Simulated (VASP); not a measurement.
Here is a VASP 6.6.1 calculation.

The input INCAR:

```
SYSTEM = Co
  ALGO = Normal
  EDIFF = 1E-7
  ENCUT = 520
  GGA = PE
  ISIF = 2
  ISMEAR = -1
  ISPIN = 2
  LASPH = .True.
  LCHARG = .False.
  LMAXMIX = 4
  LORBIT = 11
  LREAL = .False.
  LWAVE = .False.
  MAGMOM = 1.7 1.7
  NBANDS = 20
  NELM = 150
  PREC = Accurate
  SIGMA = 0.08
```

File KPOINTS:

```
k-points
0
Gamma
  20 20 20
  0 0 0
```

The input POSCAR:

```
Co
1.0
   -2.1254777524      2.1254777524      1.1394542066
    2.1254777524     -2.1254777524      1.1394542066
    2.1254777524      2.1254777524     -1.1394542066
Co
2
Direct
   -0.3750000000     -0.1250000000     -0.2500000000
    0.3750000000      0.1250000000      0.2500000000
```

Potentials or basis: VASP PAW PBE potentials, release 64 (Co).

Command:

```console
$ cat potpaw_PBE.64/Co/POTCAR > POTCAR
$ mpirun -np 1 vasp_std > vasp.out
```

Predict the pressure.

36.9 GPa.

Estimate the net moment.

3.19 μB per cell.

Estimate the site moments.

Co +1.59 μB.

Stress tensor (GPa, compression positive):
```
36.76  0.00  0.00
 0.00 36.76  0.00
 0.00  0.00 37.21
```

Caveat: the cell stands under pressure.
